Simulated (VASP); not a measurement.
# ScAuC2N2 (P-1) in VASP: single point with PBE

Aim: the single point of ScAuC2N2 with PBE.

Program: VASP 6.6.1. These are calculated values, not measurements. Logs are shortened: lines on timing, memory, paths and dates and some standing lists are left out, and cuts for length are marked.

### Step 1. The cell of the first run

The typed cell holds 6 atoms: a = 4.747 Å, b = 4.784 Å, c = 6.964 Å, α = 98.99°, β = 98.32°, γ = 96.89°.

### Step 2. Single point, PBE

Input file INCAR:

```
SYSTEM = ScAuC2N2
PREC = Accurate
ENCUT = 520
EDIFF = 1E-7
ISMEAR = 0
SIGMA = 0.1
LREAL = .False.
LASPH = .True.
NELM = 80
ALGO = Fast
ISIF = 2
LWAVE = .False.
LCHARG = .True.
GGA = PE
LELF = .True.
LVHAR = .True.
NBANDS = 29
```

Input file KPOINTS:

```
regular mesh
0
Gamma
  4 4 4
  0 0 0
```

Input file POSCAR:

```
ScAuC2N2
1.0
    4.7465029200      0.0000000000      0.0000000000
   -0.5743392000      4.7498865600      0.0000000000
   -1.0078456400     -1.2178843400      6.7826697900
Sc C Au N
1 2 1 2
Direct
    0.5000000000      0.5000000000      0.5000000000
    0.1840791200      0.1840791200      0.8159208800
    0.8159208800      0.8159208800      0.1840791200
    0.0000000000      0.0000000000      0.0000000000
    0.2964278900      0.2964278900      0.7035721100
    0.7035721100      0.7035721100      0.2964278900
```

Potentials or basis: VASP PAW PBE potentials, release 64 (Sc_sv, C, Au, N).

The run is started by

```console
cat potpaw_PBE.64/Sc_sv/POTCAR potpaw_PBE.64/C/POTCAR potpaw_PBE.64/Au/POTCAR potpaw_PBE.64/N/POTCAR > POTCAR
mpirun -np 1 vasp_std > vasp.out
```

OUTCAR:

```text
SYSTEM = ScAuC2N2
   PREC = Accurate
   ENCUT = 520
   EDIFF = 1E-7
   ISMEAR = 0
   LREAL = .False.
   LASPH = .True.
   NELM = 80
   ISIF = 2
   GGA = PE

 ion  position               nearest neighbor table
   1  0.500  0.500  0.500-   5 2.12   6 2.12
   2  0.184  0.184  0.816-   5 1.17   4 1.92
   3  0.816  0.816  0.184-   6 1.17   4 1.92
   4  0.000  0.000  0.000-   2 1.92   3 1.92
   5  0.296  0.296  0.704-   2 1.17   1 2.12
   6  0.704  0.704  0.296-   3 1.17   1 2.12

  LATTYP: Found a triclinic cell.
 ALAT       =    11.0137315131
 B/A-ratio  =     0.5740156676
 C/A-ratio  =     1.2714058302
 COS(alpha) =     0.0020984074
 COS(beta)  =     0.6773658540
 COS(gamma) =     0.7201532788

  Lattice vectors:

 A1 = (  -2.5899788800,  -8.2818887800,  -6.7826697900)
 A2 = (  -4.1721637200,  -4.7498865600,   0.0000000000)
 A3 = (   2.5900304800,  -2.3141178800, -13.5653395800)

Analysis of symmetry for initial positions (statically):
=====================================================================
 Subroutine PRICEL returns:
 Original cell was already a primitive cell.

 Routine SETGRP: Setting up the symmetry group for a
 triclinic supercell.

 Subroutine GETGRP returns: Found  2 space group operations
 (whereof  2 operations were pure point group operations)
 out of a pool of  2 trial point group operations.

The static configuration has the point symmetry S_2 .

Analysis of symmetry for dynamics (positions and initial velocities):
=====================================================================
 Subroutine PRICEL returns:
 Original cell was already a primitive cell.

 Routine SETGRP: Setting up the symmetry group for a
 triclinic supercell.

 Subroutine GETGRP returns: Found  2 space group operations
 (whereof  2 operations were pure point group operations)
 out of a pool of  2 trial point group operations.

The dynamic configuration has the point symmetry S_2 .

 Subroutine INISYM returns: Found  2 space group operations
 (whereof  2 operations are pure point group operations),
 and found     1 'primitive' translations

----------------------------------------------------------------------------------------

                                     Primitive cell

  volume of cell :     152.9177

  direct lattice vectors                    reciprocal lattice vectors
[... 97 lines left out ...]
   EDIFFG = 0.1E-05   stopping-criterion for IOM
   NSW    =      0    number of steps for IOM
   IBRION =     -1    ionic relax: 0-MD 1-quasi-New 2-CG
   NFREE  =      0    steps in history (QN), initial steepest desc. (CG)
   ISIF   =      2    stress and relaxation
   ISYM   =      2    0-nonsym 1-usesym 2-fastsym
   POTIM  = 0.5000    time-step for ionic-motion
   TEBEG  =    0.0;   TEEND  =   0.0 temperature during run
   PSTRESS=    0.0 pullay stress
   NELECT =      40.0000    total number of electrons
   NUPDOWN=      -1.0000    fix difference up-down
   EMIN   =  10.00;   EMAX   =-10.00  energy-range for DOS
   EFERMI =   0.00;   METHOD = LEGACY
   ISMEAR =     0;   SIGMA  =   0.10  broadening in eV -4-tet -1-fermi 0-gaus
   EFERMI_NEDOS =   21; number of points for ismear=-14 and -15
   IALGO  =     68    algorithm
   IMIX   =      4    mixing-type and parameters
     AMIX     =   0.40;   BMIX     =  1.00
     AMIX_MAG =   1.60;   BMIX_MAG =  1.00
  volume/ion in A,a.u.               =      25.49       171.99
  Fermi-wavevector in a.u.,A,eV,Ry     =   1.046989  1.978523 14.914526  1.096187
  Thomas-Fermi vector in A             =   2.181851
   LORBIT       =      0    0 simple, 1 ext, 2 COOP (PROOUT), +10 PAW based schemes
   GGA     = PE    functional components
   LHFCALC =     F    Hartree Fock is set to
   AEXX    =    0.0000 exact exchange contribution
   IVDW    =     0    specifies the selected vdW correction
   LEPSILON=     F    determine dielectric tensor
   LRPA    =     F    only Hartree local field effects (RPA)
 non-spin polarized calculation
 RMM-DIIS sequential band-by-band and
 Gauss-broadening in eV      SIGMA  =   0.10
  energy-cutoff  :      520.00
  volume of cell :      152.92
 maximum number of plane-waves:      4132
   NGX = 17   NGY = 17   NGZ = 25

 number of electron      40.0000001 magnetization

 Free energy of the ion-electron system (eV)
  ---------------------------------------------------
  ext. energy  EPLUGINS =         0.00000000
  ---------------------------------------------------
  free energy    TOTEN  =       -42.33413728 eV

  energy without entropy =      -42.30349646  energy(sigma->0) =      -42.31881687

 E-fermi :   1.4259     XC(G=0):  -7.3850

 val. band max:        1.4237138592   @ k =  -0.2500  -0.2500   0.2500
 cond. band min:       1.4271267754   @ k =   0.0000   0.5000   0.5000
 fundamental gap:      0.0034129162
 Fermi energy:         1.4259230082

 k-point     1 :       0.0000    0.0000    0.0000
  band No.  band energies     occupation
      1     -49.7713      2.00000
      2     -28.6177      2.00000
      3     -28.4879      2.00000
      4     -28.1177      2.00000
      5     -18.0872      2.00000
      6     -17.9754      2.00000
[... 757 lines left out ...]
     28       5.2931      0.00000
     29       5.6491      0.00000

 [... further k-points ...]

------------------------ aborting loop because EDIFF is reached ----------------------------------------

  FORCE on cell =-STRESS in cart. coord.  units (eV):
  Direction    XX          YY          ZZ          XY          YZ          ZX
  --------------------------------------------------------------------------------------
  -------------------------------------------------------------------------------------
  Total        0.8605149      1.5083195      0.7201244      1.5614109     -3.4634322     -2.9472571
  in kB        9.0159461     15.8032451      7.5450208     16.3595041    -36.2877136    -30.8795488
  external PRESSURE =      10.7880707 kB  Pullay stress =       0.0000000 kB

 VOLUME and BASIS-vectors are now :
 -----------------------------------------------------------------------------
  energy-cutoff  :      520.00
  volume of cell :      152.92
      direct lattice vectors                 reciprocal lattice vectors
     4.746502920  0.000000000  0.000000000     0.210681425  0.025474840  0.035879642
    -0.574339200  4.749886560  0.000000000     0.000000000  0.210531344  0.037802640
    -1.007845640 -1.217884340  6.782669790     0.000000000  0.000000000  0.147434569

 POSITION                                       TOTAL-FORCE (eV/Angst)
 -----------------------------------------------------------------------------------
      1.58216      1.76600      3.39133         0.000000     -0.000000      0.000000
     -0.05431     -0.11934      5.53412        -0.516312     -0.609929      0.650360
      3.21863      3.65134      1.24855         0.516312      0.609929     -0.650360
      0.00000      0.00000      0.00000         0.000000      0.000000      0.000000
      0.52765      0.55113      4.77210         0.971125      1.116866     -1.305981
      2.63666      2.98087      2.01057        -0.971125     -1.116866      1.305981
 -----------------------------------------------------------------------------------
    total drift:                               -0.000000     -0.000000      0.000000

  FREE ENERGIE OF THE ION-ELECTRON SYSTEM (eV)
  ---------------------------------------------------
  free  energy   TOTEN  =       -42.3341372811 eV

  energy  without entropy=      -42.3034964623  energy(sigma->0) =      -42.31881687
```

stdout:

```text
POSCAR found type information on POSCAR ScC AuN
 POSCAR found :  4 types and       6 ions
 scaLAPACK will be used
 LDA part: xc-table for (Slater+PW92), standard interpolation
 POSCAR, INCAR and KPOINTS ok, starting setup
 FFT: planning ... GRIDC
 FFT: planning ... GRID_SOFT
 FFT: planning ... GRID
 WAVECAR not read
 entering main loop
```

Wall time 2.3 min (1 thread of Oxide Virtual Turin-like, shared host); peak memory 0.33 GiB.

Results:

- Free energy: -42.3341 eV
- Pressure: 1.1 GPa
- Largest force: 1.974 eV/Å
- Band gap on the k mesh: zero (bands 20 and 21 overlap by 0.37 eV)

Forces on the atoms (eV/Å):
```
Sc   0.000  0.000  0.000
C   -0.516 -0.610  0.650
C    0.516  0.610 -0.650
Au   0.000  0.000  0.000
N    0.971  1.117 -1.306
N   -0.971 -1.117  1.306
```

Caveat: spin-orbit coupling is left out, which moves the levels of the heavy elements; forces of over 1 eV/Å act on the atoms, so gaps and moduli don't describe the material at rest.
